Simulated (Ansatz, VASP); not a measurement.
# One calculation of Al, two programs

Contents of INCAR:

```
PREC = Accurate
ENCUT = 520
EDIFF = 1E-6
ISMEAR = 0
SIGMA = 0.15
LREAL = False
LASPH = True
NELM = 60
ALGO = Fast
ISIF = 2
LWAVE = False
LCHARG = False
GGA = PE
IVDW = 12
NBANDS = 14
```

Contents of KPOINTS:

```
Automatic mesh
0
Gamma
  18 18 6
```

The input POSCAR:

```
Al
1.0
    2.8754692002      0.0000000000      0.0000000000
   -1.4377346001      2.4902293751      0.0000000000
    0.0000000000      0.0000000000      8.7138218642
Al
4
Direct
    0.0000000000      0.0000000000      0.0000000000
    0.3333333333      0.6666666667      0.2500000000
    0.0000000000      0.0000000000      0.5000000000
    0.6666666667      0.3333333333      0.7500000000
```

Input for Ansatz:

```yaml
crystal:
  lattice:
    - [2.8754692002, 0.0, 0.0]
    - [-1.4377346001, 2.4902293751, 0.0]
    - [0.0, 0.0, 8.7138218642]
  atoms:
    - { symbol: Al, position: [0.0, 0.0, 0.0] }
    - { symbol: Al, position: [0.3333333333, 0.6666666667, 0.25] }
    - { symbol: Al, position: [0.0, 0.0, 0.5] }
    - { symbol: Al, position: [0.6666666667, 0.3333333333, 0.75] }
basis:
  ecutwfc: 420
kpoints:
  mp_grid: { grid: [18, 18, 6] }
hamiltonian:
  xc: pbe
  dispersion: d3bj
scf:
  occupations: { method: gaussian, width: 0.15 }
output:
  forces: true
  stress: true
  eigenvalues: true
```

Alike in both runs: task single point; functional PBE; dispersion D3(BJ); k mesh 18 × 18 × 6; occupations gaussian, width 0.15 eV; no spin polarisation.

|  | VASP | Ansatz |
| --- | --- | --- |
| version | VASP 6.6.1 | Ansatz 0.2.0 |
| potentials or method | VASP PAW PBE potentials, release 64 (Al), cutoff 520 eV | scalar-relativistic, plane waves, PAW |
| valence electrons in the cell | 12 | 12 |

|  | VASP | Ansatz | Ansatz less VASP |
| --- | --- | --- | --- |
| gap on the k mesh at the Fermi level (eV) | none | none | - |
| pressure (GPa) | 2.1 | 2.1 | +0.03 |
| traceless stress, the component that is largest in VASP (GPa) | 4.55 | 4.55 | -0.001 |

A gap of «none» marks a metal or a gap that the smearing closes.
